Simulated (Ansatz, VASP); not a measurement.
# One calculation of CdTeS4, two programs

```
CELL_PARAMETERS angstrom
-3.01750 3.01750 3.69406
3.01750 -3.01750 3.69406
3.01750 3.01750 -3.69406
ATOMIC_POSITIONS crystal
Cd 0.00000 0.00000 0.00000
Te 0.50000 0.50000 0.00000
S 0.50000 0.50000 0.50000
S 0.00000 0.00000 0.50000
S 0.50000 0.00000 0.00000
S 0.00000 0.50000 0.00000
```

Alike in both runs: functional PBE; k mesh 4 × 4 × 4; occupations gaussian, width 0.1 eV; no spin polarisation.

Ansatz relaxed the structure, and its values are those at the end. VASP's run is a single point on that final structure, the one shown.

```csv
,VASP,Ansatz
version,VASP 6.6.1,Ansatz 0.2.0
potentials or method,"VASP PAW PBE potentials, release 64 (Cd, Te, S), cutoff 520 eV","scalar-relativistic, plane waves, PAW"
valence electrons in the cell,42,60
```

|  | VASP | Ansatz | Ansatz less VASP |
| --- | --- | --- | --- |
| gap on the k mesh at the Fermi level (eV) | none | none | - |
| pressure (GPa) | -0.1 | -0.1 | -0.02 |

A gap of «none» marks a metal or a gap that the smearing closes. VASP's potentials hold 42 valence electrons a cell and Ansatz's 60, so a difference there can come from the potentials and not from the codes.

The k mesh is coarse, so the values compare programs but aren't converged. Neither program's run includes spin-orbit coupling.
